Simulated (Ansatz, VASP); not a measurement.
**ZnCl4 in VASP and in Ansatz**

```xyz
5
Lattice="-3.2638 3.2638 3.2638 3.2638 -3.2638 3.2638 3.2638 3.2638 -3.2638" Properties=species:S:1:pos:R:3 pbc="T T T"
Zn    0.0000    0.0000    0.0000
Cl    1.3164    1.3164    1.3164
Cl   -1.9474    1.9474    1.9474
Cl    1.9474    1.9474   -1.9474
Cl    1.9474   -1.9474    1.9474
```

Change from the starting cell: species swapped into the GeF4 type (I-43m, No. 217).

Alike in both runs: functional PBE; k mesh 8 × 8 × 8; occupations gaussian, width 0.1 eV; no spin polarisation.

Ansatz relaxed the structure, and its values are those at the end. VASP's run is a single point on that final structure, the one shown.

```csv
,VASP,Ansatz
version,VASP 6.6.1,Ansatz 0.2.0
potentials or method,"VASP PAW PBE potentials, release 64 (Zn, Cl), cutoff 520 eV","scalar-relativistic, plane waves, PAW"
valence electrons in the cell,40,40
```

```tsv
	VASP	Ansatz	Ansatz less VASP
gap on the k mesh at the Fermi level (eV)	none	none	-
pressure (GPa)	0.0	0.0	0.00
rms of the force components (eV/Å)	0.007	0.000	-0.0066
```

A gap of «none» marks a metal or a gap that the smearing closes.
